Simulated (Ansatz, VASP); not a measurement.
## One calculation of MgF2, two programs

```
Mg F
1.0
     4.56340    0.00000    0.00000
     0.00000    4.56340    0.00000
     0.00000    0.00000    3.00814
Mg F
2 4
Direct
  0.00000 0.00000 0.00000
  0.50000 0.50000 0.50000
  0.30221 0.30221 0.00000
  0.19779 0.80221 0.50000
  0.69779 0.69779 0.00000
  0.80221 0.19779 0.50000
```

Alike in both runs: functional r2SCAN; k mesh 6 × 6 × 10; occupations fermi-dirac, width 0.02 eV; no spin polarisation.

Ansatz relaxed the structure, and its values are those at the end. VASP's run is a single point on that final structure, the one shown.

```csv
,VASP,Ansatz
version,VASP 6.6.1,Ansatz 0.2.0
potentials or method,"VASP PAW PBE potentials, release 64 (Mg, F), cutoff 660 eV",PAW plane waves
valence electrons in the cell,32,48
```

Ansatz gave:

```
gap on the k mesh at the Fermi level (eV) : 8.35
pressure (GPa)                            : 4.7
rms of the force components (eV/Å)        : 0.000
```

Task: Estimate VASP's values.

Result: gap on the k mesh at the Fermi level (eV): 8.31; pressure (GPa): 2.9; rms of the force components (eV/Å): 0.006.

VASP's potentials were made for PBE, not for r2SCAN. The functional is the same, so the differences come from potentials, cutoffs and numerics. VASP's potentials hold 32 valence electrons a cell and Ansatz's 48, so a difference there can come from the potentials and not from the codes. Ansatz's warnings: stress scf threshold loose.
